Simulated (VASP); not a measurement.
# Cu in VASP: single point with r2SCAN

Aim: the single point of Cu with r2SCAN.

Everything below comes from runs of VASP 6.6.1. Logs are shortened: lines on timing, memory, paths and dates and some standing lists are left out, and cuts for length are marked.

## Step 1: The cell of the first run

The cell holds a sublattice, 3 atoms: a = 4.084 Å, b = 4.084 Å, c = 4.084 Å, α = 60.00°, β = 60.00°, γ = 60.00°.

## Step 2: Single point, r2SCAN, collinear spin

Contents of POSCAR:

```
Cu
1.0
    0.0000000000      2.8880109880      2.8880109880
    2.8880109880      0.0000000000      2.8880109880
    2.8880109880      2.8880109880      0.0000000000
Cu
3
Direct
    0.5000000000      0.5000000000      0.5000000000
    0.2500000000      0.2500000000      0.2500000000
    0.7500000000      0.7500000000      0.7500000000
```

Contents of INCAR.step1:

```
SYSTEM = Cu
  PREC = Accurate
  ENCUT = 520
  ISMEAR = 0
  SIGMA = 0.1
  LREAL = .False.
  LASPH = .True.
  NELM = 150
  ISPIN = 2
  MAGMOM = 1 1 1
  LMAXMIX = 4
  NBANDS = 28
  GGA = PE
  ALGO = Normal
  EDIFF = 1E-4
  LWAVE = .True.
  LCHARG = .False.
```

Contents of INCAR.step2:

```
SYSTEM = Cu
  PREC = Accurate
  ENCUT = 520
  EDIFF = 1E-7
  ISMEAR = 0
  SIGMA = 0.1
  LREAL = .False.
  LASPH = .True.
  NELM = 150
  ALGO = Normal
  ISIF = 2
  LWAVE = .False.
  LCHARG = .True.
  ISPIN = 2
  MAGMOM = 1 1 1
  LORBIT = 11
  LMAXMIX = 4
  METAGGA = R2SCAN
  LMIXTAU = .True.
  LELF = .True.
  LVHAR = .True.
  NBANDS = 28
  ISTART = 1
```

Contents of KPOINTS:

```
Automatic mesh
0
Gamma
  10 10 10
  0 0 0
```

Potentials or basis: VASP PAW PBE potentials, release 64 (Cu).

Command:

```console
$ cat potpaw_PBE.64/Cu/POTCAR > POTCAR
$ cp INCAR.step1 INCAR
$ mpirun -np 1 vasp_std > vasp.out
$ cp INCAR.step2 INCAR
$ mpirun -np 1 vasp_std > vasp.out
```

OUTCAR:

```text
SYSTEM = Cu
   PREC = Accurate
   ENCUT = 520
   EDIFF = 1E-7
   ISMEAR = 0
   LREAL = .False.
   LASPH = .True.
   NELM = 150
   ISIF = 2
   ISPIN = 2
   LORBIT = 11
   METAGGA = R2SCAN
   ISTART = 1

 ion  position               nearest neighbor table
   1  0.500  0.500  0.500-   2 2.50   2 2.50   2 2.50   2 2.50   3 2.50   3 2.50   3 2.50   3 2.50

   2  0.250  0.250  0.250-   1 2.50   1 2.50   1 2.50   1 2.50
   3  0.750  0.750  0.750-   1 2.50   1 2.50   1 2.50   1 2.50

  LATTYP: Found a face centered cubic cell.
 ALAT       =     5.7760219760

  Lattice vectors:

 A1 = (   0.0000000000,   2.8880109880,   2.8880109880)
 A2 = (   2.8880109880,   0.0000000000,   2.8880109880)
 A3 = (   2.8880109880,   2.8880109880,   0.0000000000)

Analysis of symmetry for initial positions (statically):
=====================================================================
 Subroutine PRICEL returns:
 Original cell was already a primitive cell.

 Routine SETGRP: Setting up the symmetry group for a
 face centered cubic supercell.

 Subroutine GETGRP returns: Found 48 space group operations
 (whereof 48 operations were pure point group operations)
 out of a pool of 48 trial point group operations.

The static configuration has the point symmetry O_h .

Analysis of symmetry for dynamics (positions and initial velocities):
=====================================================================
 Subroutine PRICEL returns:
 Original cell was already a primitive cell.

 Routine SETGRP: Setting up the symmetry group for a
 face centered cubic supercell.

 Subroutine GETGRP returns: Found 48 space group operations
 (whereof 48 operations were pure point group operations)
 out of a pool of 48 trial point group operations.

The dynamic configuration has the point symmetry O_h .

Analysis of structural, dynamic, and magnetic symmetry:
=====================================================================
 Subroutine PRICEL returns:
 Original cell was already a primitive cell.

 Routine SETGRP: Setting up the symmetry group for a
 face centered cubic supercell.

 Subroutine GETGRP returns: Found 48 space group operations
 (whereof 48 operations were pure point group operations)
 out of a pool of 48 trial point group operations.

The overall configuration has the point symmetry O_h .

 Subroutine INISYM returns: Found 48 space group operations
 (whereof 48 operations are pure point group operations),
 and found     1 'primitive' translations

----------------------------------------------------------------------------------------

                                     Primitive cell
[... 116 lines left out ...]
  Thomas-Fermi vector in A             =   2.561568
   LORBIT       =     11    0 simple, 1 ext, 2 COOP (PROOUT), +10 PAW based schemes
   METAGGA = R2SCAN    functional components
   LHFCALC =     F    Hartree Fock is set to
   AEXX    =    0.0000 exact exchange contribution
   IVDW    =     0    specifies the selected vdW correction
   LEPSILON=     F    determine dielectric tensor
   LRPA    =     F    only Hartree local field effects (RPA)
 spin polarized calculation
 Gauss-broadening in eV      SIGMA  =   0.10
  energy-cutoff  :      520.00
  volume of cell :       48.18
 maximum number of plane-waves:      1315
   NGX = 15   NGY = 15   NGZ = 15

 number of electron      32.9999973 magnetization       0.0000000

 number of electron      32.9999973 magnetization      -0.0000001

 Free energy of the ion-electron system (eV)
  ---------------------------------------------------
  ext. energy  EPLUGINS =         0.00000000
  ---------------------------------------------------
  free energy    TOTEN  =       -30.95910521 eV

  energy without entropy =      -30.95513104  energy(sigma->0) =      -30.95711812

 E-fermi :   4.1078     XC(G=0): -11.5838

 val. band max:        4.0416215508   @ k =  -0.3000   0.4000   0.1000
 cond. band min:       4.1221705766   @ k =   0.5000   0.4000   0.0000
 fundamental gap:      0.0805490258
 Fermi energy:         4.1077717854

 spin component 1

 k-point     1 :       0.0000    0.0000    0.0000
  band No.  band energies     occupation
      1      -3.3862      1.00000
      2       0.5377      1.00000
      3       0.5377      1.00000
      4       1.0428      1.00000
      5       1.0429      1.00000
      6       1.0429      1.00000
[... 733 lines left out ...]
     27      21.3840      0.00000
     28      22.1263      0.00000

 [... further k-points ...]

 spin component 2

 k-point     1 :       0.0000    0.0000    0.0000
  band No.  band energies     occupation
      1      -3.3862      1.00000
      2       0.5377      1.00000
      3       0.5377      1.00000
      4       1.0428      1.00000
      5       1.0429      1.00000
      6       1.0429      1.00000
[... 733 lines left out ...]
     27      21.3840      0.00000
     28      22.1263      0.00000

 [... further k-points ...]
[... 5 lines left out ...]
  --------------------------------------------------------------------------------------
  -------------------------------------------------------------------------------------
  Total       -3.6616710     -3.6616710     -3.6616710     -0.0000000      0.0000000     -0.0000000
  in kB     -121.7764710   -121.7764710   -121.7764710     -0.0000000      0.0000000     -0.0000000
  external PRESSURE =    -121.7764710 kB  Pullay stress =       0.0000000 kB

 VOLUME and BASIS-vectors are now :
 -----------------------------------------------------------------------------
  energy-cutoff  :      520.00
  volume of cell :       48.18
      direct lattice vectors                 reciprocal lattice vectors
     0.000000000  2.888010988  2.888010988    -0.173129535  0.173129535  0.173129535
     2.888010988  0.000000000  2.888010988     0.173129535 -0.173129535  0.173129535
     2.888010988  2.888010988  0.000000000     0.173129535  0.173129535 -0.173129535

 POSITION                                       TOTAL-FORCE (eV/Angst)
 -----------------------------------------------------------------------------------
      2.88801      2.88801      2.88801        -0.000000      0.000000     -0.000000
      1.44401      1.44401      1.44401         0.000000      0.000000      0.000000
      4.33202      4.33202      4.33202        -0.000000     -0.000000     -0.000000
 -----------------------------------------------------------------------------------
    total drift:                                0.000000     -0.000000      0.000000

  FREE ENERGIE OF THE ION-ELECTRON SYSTEM (eV)
  ---------------------------------------------------
  free  energy   TOTEN  =       -30.9591052075 eV

  energy  without entropy=      -30.9551310356  energy(sigma->0) =      -30.95711812

 total charge

# of ion       s       p       d       tot
------------------------------------------
    1        0.492   0.315   9.200  10.008
    2        0.427   0.239   9.211   9.877
    3        0.427   0.239   9.211   9.877
--------------------------------------------------
tot          1.346   0.794  27.622  29.762

 magnetization (x)

# of ion       s       p       d       tot
------------------------------------------
    1       -0.000  -0.000   0.000   0.000
    2        0.000  -0.000   0.000   0.000
    3        0.000  -0.000   0.000   0.000
--------------------------------------------------
tot         -0.000  -0.000   0.000   0.000
```

OUTCAR.step1:

```text
SYSTEM = Cu
   PREC = Accurate
   ENCUT = 520
   ISMEAR = 0
   LREAL = .False.
   LASPH = .True.
   NELM = 150
[... 1735 lines left out ...]
      2.88801      2.88801      2.88801         0.000000      0.000000      0.000000
      1.44401      1.44401      1.44401         0.000000      0.000000      0.000000
      4.33202      4.33202      4.33202        -0.000000     -0.000000     -0.000000
 -----------------------------------------------------------------------------------
    total drift:                                0.000000     -0.000000      0.000000

  FREE ENERGIE OF THE ION-ELECTRON SYSTEM (eV)
  ---------------------------------------------------
  free  energy   TOTEN  =        -9.9121947026 eV

  energy  without entropy=       -9.9082071120  energy(sigma->0) =       -9.91020091
```

Wall time 18 min (1 thread of AMD EPYC 7R13, shared host); peak memory 0.22 GiB.

What came out:

```
Free energy                                           : -30.9591 eV
Pressure                                              : -12.2 GPa
Net moment                                            : 0.00 μB per cell
Valence electrons inside the program's atomic spheres : Cu 10.01, 9.88 (each value once)
```

Levels at points of the mesh, in eV from the Fermi level:
Spin up:
| k point | band 14 | band 15 | band 16 | band 17 | band 18 | band 19 |
| --- | --- | --- | --- | --- | --- | --- |
| (0.00, 0.00, 0.00) | -1.60 | -1.54 | -1.54 | 6.97 | 6.97 | 6.97 |
| (0.50, 0.00, 0.00) | -1.76 | -1.49 | -1.49 | -0.92 | 5.36 | 5.36 |
| (0.50, 0.50, 0.00) | -1.40 | -1.40 | -0.86 | -0.52 | 1.49 | 1.49 |
Spin down:
```tsv
k point	band 12	band 13	band 14	band 15	band 16	band 17	band 18	band 19	band 20	band 21
(0.00, 0.00, 0.00)	-1.60	-1.60	-1.60	-1.54	-1.54	6.97	6.97	6.97	8.22	8.22
(0.50, 0.00, 0.00)	-2.04	-1.76	-1.76	-1.49	-1.49	-0.92	5.36	5.36	7.73	7.73
(0.50, 0.50, 0.00)	-1.82	-1.56	-1.40	-1.40	-0.86	-0.52	1.49	1.49	4.58	6.56
```

Caveat: the PAW data sets were made with another functional, which shifts forces and pressure a little.
